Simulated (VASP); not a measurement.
# Mg (Im-3m) in VASP: a series of runs, part 2 of 2

VASP 6.6.1. Earlier steps stand in the parts before.

## Step 4: Relaxation of cell and atoms, LDA, target pressure 60 GPa, at which the enthalpy is minimised

INCAR

```
  PREC = Accurate
  ENCUT = 600
  EDIFF = 1E-7
  ISMEAR = 0
  SIGMA = 0.05
  LREAL = False
  LASPH = True
  NELM = 120
  ALGO = Normal
  ISIF = 3
  LWAVE = False
  LCHARG = False
  IBRION = 2
  NSW = 80
  EDIFFG = -0.02
  PSTRESS = 600.0
  GGA_COMPAT = False
  NELMIN = 4
```

KPOINTS

```
regular mesh
0
Gamma
  8 8 8
```

POSCAR

```
Mg
1.0
   -1.4765000000      1.4765000000      1.4765000000
    1.4765000000     -1.4765000000      1.4765000000
    1.4765000000      1.4765000000     -1.4765000000
Mg
1
Direct
    0.0000000000      0.0000000000      0.0000000000
```

Potentials or basis: VASP PAW LDA potentials, release 64 (Mg).

Launch:

```sh
> cat potpaw_LDA.64/Mg/POTCAR > POTCAR
> mpirun -np 1 vasp_std > vasp.out
```

OUTCAR:

```text
PREC = Accurate
   ENCUT = 600
   EDIFF = 1E-7
   ISMEAR = 0
   LREAL = False
   LASPH = True
   NELM = 120
   ISIF = 3
   IBRION = 2
   NSW = 80
   EDIFFG = -0.02
   PSTRESS = 600.0
   NELMIN = 4

 ion  position               nearest neighbor table
   1  0.000  0.000  0.000-

  LATTYP: Found a body centered cubic cell.
 ALAT       =     2.9530000000

  Lattice vectors:

 A1 = (  -1.4765000000,   1.4765000000,   1.4765000000)
 A2 = (   1.4765000000,  -1.4765000000,   1.4765000000)
 A3 = (   1.4765000000,   1.4765000000,  -1.4765000000)

Analysis of symmetry for initial positions (statically):
=====================================================================
 Subroutine PRICEL returns:
 Original cell was already a primitive cell.

 Routine SETGRP: Setting up the symmetry group for a
 body centered cubic supercell.

 Subroutine GETGRP returns: Found 48 space group operations
[... 9 lines left out ...]

 Routine SETGRP: Setting up the symmetry group for a
 body centered cubic supercell.

 Subroutine GETGRP returns: Found 48 space group operations
[... 11 lines left out ...]
                                     Primitive cell

  volume of cell :      12.8754

  direct lattice vectors                    reciprocal lattice vectors
    -1.476500000  1.476500000  1.476500000     0.000000000  0.338638673  0.338638673
     1.476500000 -1.476500000  1.476500000     0.338638673  0.000000000  0.338638673
     1.476500000  1.476500000 -1.476500000     0.338638673  0.338638673  0.000000000

  length of vectors
     2.557373017  2.557373017  2.557373017     0.478907403  0.478907403  0.478907403

  position of ions in fractional coordinates (direct lattice)
     0.000000000  0.000000000  0.000000000

  ion indices of the primitive-cell ions
   primitive index   ion index
                 1           1

----------------------------------------------------------------------------------------

 KPOINTS: regular mesh

Automatic generation of k-mesh.
 Grid dimensions read from file:
 generate k-points for:    8    8    8

 Generating k-lattice:

  Cartesian coordinates                     Fractional coordinates (reciprocal lattice)
     0.000000000  0.042329834  0.042329834     0.125000000  0.000000000  0.000000000
     0.042329834  0.000000000  0.042329834     0.000000000  0.125000000  0.000000000
     0.042329834  0.042329834  0.000000000     0.000000000  0.000000000  0.125000000

  Length of vectors
     0.059863425  0.059863425  0.059863425

  Shift w.r.t. Gamma in fractional coordinates (k-lattice)
     0.000000000  0.000000000  0.000000000

 Subroutine IBZKPT returns following result:
 ===========================================

 Found     29 irreducible k-points:

 Following reciprocal coordinates:
            Coordinates               Weight
  0.000000  0.000000  0.000000      1.000000
  0.125000  0.000000  0.000000     12.000000
  0.250000  0.000000  0.000000     12.000000
  0.375000  0.000000  0.000000     12.000000
  0.500000  0.000000  0.000000      6.000000
  0.125000  0.125000  0.000000     24.000000
[... 16 lines left out ...]
 -0.250000  0.250000  0.250000      6.000000
 -0.375000  0.375000  0.250000     24.000000
 [... further k-points ...]
   k-points           NKPTS =     29   k-points in BZ     NKDIM =     29   number of bands    NBANDS=      5
   number of dos      NEDOS =    301   number of ions     NIONS =      1
   total plane-waves  NPLWV =   8000
   dimension x,y,z NGX =    20 NGY =   20 NGZ =   20
   dimension x,y,z NGXF=    40 NGYF=   40 NGZF=   40
   ions per type =               1
   NGX,Y,Z   is equivalent  to a cutoff of  13.00, 13.00, 13.00 a.u.
   NGXF,Y,Z  is equivalent  to a cutoff of  26.00, 26.00, 26.00 a.u.
 SYSTEM =  unknown system
   PREC   = accura    normal or accurate (medium, high low for compatibility)
   ISTART =      0    job   : 0-new  1-cont  2-samecut
   ICHARG =      2    charge: 1-file 2-atom 10-const
   ISPIN  =      1    spin polarized calculation?
   LNONCOLLINEAR =      F non collinear calculations
   LSORBIT =      F    spin-orbit coupling
   LASPH  =      T    aspherical Exc in radial PAW
   ENCUT  =  600.0 eV  44.10 Ry    6.64 a.u.   5.11  5.11  5.11*2*pi/ulx,y,z
   NELM   =    120;   NELMIN=  4; NELMDL= -5     # of ELM steps
   EDIFF  = 0.1E-06   stopping-criterion for ELM
   LREAL  =      F    real-space projection
   EDIFFG = -.2E-01   stopping-criterion for IOM
   NSW    =     80    number of steps for IOM
   IBRION =      2    ionic relax: 0-MD 1-quasi-New 2-CG
   NFREE  =      1    steps in history (QN), initial steepest desc. (CG)
   ISIF   =      3    stress and relaxation
   ISYM   =      2    0-nonsym 1-usesym 2-fastsym
   POTIM  = 0.5000    time-step for ionic-motion
   TEBEG  =    0.0;   TEEND  =   0.0 temperature during run
   PSTRESS=  600.0 pullay stress
   NELECT =       2.0000    total number of electrons
   NUPDOWN=      -1.0000    fix difference up-down
   EMIN   =  10.00;   EMAX   =-10.00  energy-range for DOS
   EFERMI =   0.00;   METHOD = LEGACY
   ISMEAR =     0;   SIGMA  =   0.05  broadening in eV -4-tet -1-fermi 0-gaus
   EFERMI_NEDOS =   21; number of points for ismear=-14 and -15
   IALGO  =     38    algorithm
   IMIX   =      4    mixing-type and parameters
     AMIX     =   0.40;   BMIX     =  1.00
     AMIX_MAG =   1.60;   BMIX_MAG =  1.00
  volume/ion in A,a.u.               =      12.88        86.89
  Fermi-wavevector in a.u.,A,eV,Ry     =   0.880031  1.663018 10.537098  0.774455
  Thomas-Fermi vector in A             =   2.000336
   LORBIT       =      0    0 simple, 1 ext, 2 COOP (PROOUT), +10 PAW based schemes
   GGA     = CA    functional components
   LHFCALC =     F    Hartree Fock is set to
   AEXX    =    0.0000 exact exchange contribution
   IVDW    =     0    specifies the selected vdW correction
   LEPSILON=     F    determine dielectric tensor
   LRPA    =     F    only Hartree local field effects (RPA)
 conjugate gradient relaxation of ions
 non-spin polarized calculation
 Gauss-broadening in eV      SIGMA  =   0.05
  energy-cutoff  :      600.00
  volume of cell :       12.88
 maximum number of plane-waves:       456
   NGX = 11   NGY = 11   NGZ = 11

--------------------------------------- Ionic step        1  -------------------------------------------

 number of electron       2.0000000 magnetization

 Free energy of the ion-electron system (eV)
  ---------------------------------------------------
  ext. energy  EPLUGINS =         0.00000000
  ---------------------------------------------------
  free energy    TOTEN  =        -0.81126281 eV

  energy without entropy =       -0.81061613  energy(sigma->0) =       -0.81093947

------------------------ aborting loop because EDIFF is reached ----------------------------------------

  FORCE on cell =-STRESS in cart. coord.  units (eV):
  Direction    XX          YY          ZZ          XY          YZ          ZX
  --------------------------------------------------------------------------------------
  -------------------------------------------------------------------------------------
  Total        4.4801571      4.4801571      4.4801571      0.0000000      0.0000000     -0.0000000
  in kB      557.4982136    557.4982136    557.4982136      0.0000000      0.0000000     -0.0000000
  external PRESSURE =     -42.5017864 kB  Pullay stress =     600.0000000 kB
[... 59 lines left out ...]
  enthalpy is  TOTEN    =         4.0161479271 eV   P V=        4.5872675636

--------------------------------------- Ionic step        3  -------------------------------------------

 number of electron       2.0000000 magnetization

 Free energy of the ion-electron system (eV)
  ---------------------------------------------------
  ext. energy  EPLUGINS =         0.00000000
  ---------------------------------------------------
  free energy    TOTEN  =        -0.72551227 eV

  energy without entropy =       -0.72486559  energy(sigma->0) =       -0.72518893

 E-fermi :   6.4655     XC(G=0): -10.8359

 val. band max:        6.0930495266   @ k =   0.5000   0.5000   0.1250
 cond. band min:       6.4729783982   @ k =   0.3750   0.1250   0.1250
 fundamental gap:      0.3799288715
 Fermi energy:         6.4655386310

 k-point     1 :       0.0000    0.0000    0.0000
  band No.  band energies     occupation
      1      -3.3741      2.00000
      2      23.9619      0.00000
      3      23.9619      0.00000
      4      23.9619      0.00000
      5      26.8554      0.00000

 k-point     2 :       0.1250    0.0000    0.0000
  band No.  band energies     occupation
      1      -2.8255      2.00000
      2      19.9530      0.00000
      3      21.9269      0.00000
      4      23.4340      0.00000
      5      24.8228      0.00000
[... 169 lines left out ...]
 k-point    24 :      -0.3750    0.3750    0.2500
  band No.  band energies     occupation
      1       3.3159      2.00000
      2      10.7942      0.00000
      3      14.6192      0.00000
      4      15.8030      0.00000
      5      20.8435      0.00000

 [... further k-points ...]
[... 5 lines left out ...]
  --------------------------------------------------------------------------------------
  -------------------------------------------------------------------------------------
  Total        4.7295793      4.7295793      4.7295793      0.0000000     -0.0000000      0.0000000
  in kB      599.5992162    599.5992162    599.5992162      0.0000000     -0.0000000      0.0000000
  external PRESSURE =      -0.4007838 kB  Pullay stress =     600.0000000 kB
[... 16 lines left out ...]
  FREE ENERGIE OF THE ION-ELECTRON SYSTEM (eV)
  ---------------------------------------------------
  free  energy   TOTEN  =        -0.7255122684 eV

  energy  without entropy=       -0.7248655860  energy(sigma->0) =       -0.72518893

  enthalpy is  TOTEN    =         4.0072283308 eV   P V=        4.7327405992

 reached required accuracy - stopping structural energy minimisation
```

OSZICAR:

```text
N       E                     dE             d eps       ncg     rms          rms(c)
DAV:   1     0.486944667787E+00    0.48694E+00   -0.10516E+03   325   0.334E+02
DAV:   2    -0.853268875191E+00   -0.13402E+01   -0.13181E+01   405   0.219E+01
DAV:   3    -0.857093217935E+00   -0.38243E-02   -0.38243E-02   390   0.146E+00
[... 19 lines left out ...]
DAV:   2    -0.725578699856E+00    0.11645E-03   -0.54486E-05   320   0.663E-02    0.232E-02
DAV:   3    -0.725513758894E+00    0.64941E-04   -0.14656E-05   315   0.320E-02    0.159E-03
DAV:   4    -0.725512543588E+00    0.12153E-05   -0.18841E-07   305   0.343E-03    0.757E-04
DAV:   5    -0.725512272939E+00    0.27065E-06   -0.89071E-08   295   0.248E-03    0.591E-05
DAV:   6    -0.725512268384E+00    0.45552E-08   -0.67463E-10   155   0.203E-04
   3 F= 0.40072283E+01 E0= 0.40075517E+01  d E =-.321804E-02
```

Wall time 4.1 s (1 thread of Intel Xeon Platinum 8488C (Sapphire Rapids), shared host); peak memory 0.13 GiB.

Results:

```
Free energy                                            : -0.7255 eV
Relaxed volume                                         : 12.64 Å³/atom
Relaxed cell                                           : a = 2.542 Å, b = 2.542 Å, c = 2.542 Å, α = 109.47°, β = 109.47°, γ = 109.47°
Space group after relaxing (to 0.05 Å)                 : Im-3m (No. 229)
Energy change on relaxing (the enthalpy is what falls) : +85.8 meV/atom
Ionic steps                                            : 3
Pressure after relaxing                                : 60.0 GPa
Band gap on the k mesh                                 : zero (band 1 reaches 10.46 eV, above the bottom of band 2 at 5.59 eV)
```

The path:
| step | energy change (eV) | largest force (eV/Å) | pressure (GPa) | volume (Å³) |
| --- | --- | --- | --- | --- |
| 1 | 0.0000 | 0.0000 | 55.75 | 12.88 |
| 2 | 0.2401 | 0.0000 | 67.55 | 12.25 |
| 3 | 0.0858 | 0.0000 | 59.96 | 12.64 |

Final structure:
```yaml
crystal:
  lattice:
    - [-1.46736, 1.46736, 1.46736]
    - [1.46736, -1.46736, 1.46736]
    - [1.46736, 1.46736, -1.46736]
  atoms:
    - { symbol: Mg, position: [0.00000, 0.00000, 0.00000] }
```

Caveat: the k points lie up to 0.38 Å⁻¹ apart in the final cell; the cell is relaxed towards a set pressure, so the enthalpy falls and the energy may rise.

## Step 5: Overview

```tsv
cell	gap on the mesh (eV)	pressure (GPa)
relaxed to 20 GPa	none	20.2
relaxed to 40 GPa	none	40.0
relaxed to 60 GPa	none	60.0
```

Alike in all rows: task relaxation of cell and atoms; level LDA; potentials or basis VASP PAW LDA potentials, release 64 (Mg); no spin polarisation; k mesh 8 × 8 × 8; cutoff (eV) 600; smearing gaussian 0.05 eV.

Caveats: all runs use coarse meshes; the cell is relaxed towards a set pressure, so the enthalpy falls and the energy may rise; the volume moved by over 15 % at a fixed basis, so the end points are rough (some runs).

Absolute energies hang on the potentials; compare differences alone.
